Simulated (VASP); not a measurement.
Set up this calculation in VASP 6.6.1, as the native input.

| Property | Result |
| --- | --- |
| Task | single point |
| Functional | LDA |
| Potentials or basis | VASP PAW LDA potentials, release 64 (La, Ag) |
| Cutoff | 520 eV |
| k mesh | 4 × 4 × 4 |
| Occupations | gaussian, width 0.1 eV |
| Spin | no spin polarisation |
| Dipole correction | no |
| Further INCAR settings | ALGO = Normal; EDIFF = 1e-07; NBANDS = 30 |

The structure of La3Ag lies in POSCAR:

```
La3Ag
1.0
    5.0195000000      0.0000000000      0.0000000000
    0.0000000000      5.0195000000      0.0000000000
    0.0000000000      0.0000000000      5.0195000000
La Ag
3 1
Direct
    0.0000000000      0.5000000000      0.5000000000
    0.5000000000      0.0000000000      0.5000000000
    0.5000000000      0.5000000000      0.0000000000
    0.0000000000      0.0000000000      0.0000000000
```

One way to write it, as run:

INCAR

```
PREC = Accurate
ENCUT = 520
EDIFF = 1E-7
ISMEAR = 0
SIGMA = 0.1
LREAL = F
LASPH = T
NELM = 100
ALGO = Normal
ISIF = 2
LWAVE = F
LCHARG = T
GGA = CA
LELF = T
LVHAR = T
NBANDS = 30
```

KPOINTS

```
Automatic mesh
0
Gamma
  4 4 4
```

Potentials or basis: VASP PAW LDA potentials, release 64 (La, Ag).

Command:

```bash
$ cat potpaw_LDA.64/La/POTCAR potpaw_LDA.64/Ag/POTCAR > POTCAR
$ mpirun -np 1 vasp_std > vasp.out
```

Results of the run:

```yaml
Pressure: -4.4 GPa
Band_gap_on_the_k_mesh: zero (bands 22 and 23 overlap by 1.41 eV)
```

Caveat: the cell stands under tension; spin-orbit coupling is left out, which moves the levels of the heavy elements.

Wall time 100 s on 1 thread of Intel Xeon 8259CL, with other jobs on the host, peak memory 0.22 GiB.
